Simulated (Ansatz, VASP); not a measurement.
# One calculation of SnO2, two programs

```
Sn O
1.0
     4.85579    0.00000    0.00000
     0.00000    4.85579    0.00000
     0.00000    0.00000    3.26408
Sn O
2 4
Direct
  0.00000 0.00000 0.00000
  0.50000 0.50000 0.50000
  0.30744 0.30744 0.00000
  0.19256 0.80744 0.50000
  0.80744 0.19256 0.50000
  0.69256 0.69256 0.00000
```

Change from the starting cell: hydrostatic strain +2.0%.

Alike in both runs: task single point; functional PBE; k mesh 6 × 6 × 8; occupations fermi-dirac, width 0.02 eV; no spin polarisation.

|  | VASP | Ansatz |
| --- | --- | --- |
| version | VASP 6.6.1 | Ansatz 0.2.0 |
| potentials or method | VASP PAW PBE potentials, release 64 (Sn_d, O) | plane waves, PAW |
| plane-wave cutoff (eV) | 520 | 420 |
| valence electrons in the cell | 52 | 52 |

VASP gave:

| Quantity | Value |
| --- | --- |
| pressure (GPa) | -2.7 |
| traceless stress, the component that is largest in VASP (GPa) | -0.72 |
| rms of the force components (eV/Å) | 0.028 |

Q: Which values does Ansatz return?

A: Pressure (GPa): -3.3; traceless stress, the component that is largest in VASP (GPa): -0.92; rms of the force components (eV/Å): 0.020.

Atom by atom the forces differ by 0.008 eV/Å (rms over components).
